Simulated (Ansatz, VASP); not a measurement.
## One calculation of Ge, two programs

Contents of POSCAR:

```
Ge
1.0
    4.1427907104      0.0000000000      0.0000000000
   -2.0713953552      3.5877619903      0.0000000000
    0.0000000000      0.0000000000     11.2441078641
Ge
4
Direct
    0.0000000000      0.0000000000      0.9774520000
    0.0000000000      0.0000000000      0.4774520000
    0.3333333333      0.6666666667      0.9148480000
    0.6666666667      0.3333333333      0.4148480000
```

File INCAR.step1:

```
PREC = Accurate ; ENCUT = 520
ISMEAR = 0 ; SIGMA = 0.15
LREAL = F ; LASPH = T
NELM = 60 ; NBANDS = 36
GGA = PE ; ALGO = Normal
EDIFF = 1E-4 ; LWAVE = T
LCHARG = F
```

Contents of INCAR.step2:

```
PREC = Accurate ; ENCUT = 520
EDIFF = 1E-7 ; ISMEAR = 0
SIGMA = 0.15 ; LREAL = F
LASPH = T ; NELM = 60
ALGO = Normal ; ISIF = 2
LWAVE = F ; LCHARG = F
METAGGA = R2SCAN ; LMIXTAU = T
NBANDS = 36 ; ISTART = 1
```

File KPOINTS:

```
regular mesh
0
Gamma
  7 7 2
```

Input for Ansatz:

```yaml
crystal:
  lattice:
    - [4.14279071036929, 0.0, 0.0]
    - [-2.071395355184645, 3.5877619903329374, 0.0]
    - [0.0, 0.0, 11.244107864088715]
  atoms:
    - { symbol: Ge, position: [0.0, 0.0, 0.977452] }
    - { symbol: Ge, position: [0.0, 0.0, 0.477452] }
    - { symbol: Ge, position: [0.3333333333333333, 0.6666666666666666, 0.914848] }
    - { symbol: Ge, position: [0.6666666666666666, 0.3333333333333333, 0.414848] }
basis:
  ecutwfc: 653.073269903712
kpoints:
  mp_grid:
    grid: [7, 7, 2]
hamiltonian:
  xc: r2scan
scf:
  occupations:
    method: gaussian
    width: 0.15
output:
  stress: true
```

Alike in both runs: task single point; functional r2SCAN; k mesh 7 × 7 × 2; occupations gaussian, width 0.15 eV; no spin polarisation.

|  | VASP | Ansatz |
| --- | --- | --- |
| version | VASP 6.6.1 | Ansatz 0.2.0 |
| potentials or method | VASP PAW PBE potentials, release 64 (Ge_d), cutoff 520 eV | plane waves, PAW |
| valence electrons in the cell | 56 | 56 |

|  | VASP | Ansatz | Ansatz less VASP |
| --- | --- | --- | --- |
| pressure (GPa) | -3.3 | -3.3 | 0.00 |
| traceless stress, the component that is largest in VASP (GPa) | 2.36 | 2.38 | +0.014 |

VASP's potentials were made for PBE, not for r2SCAN.
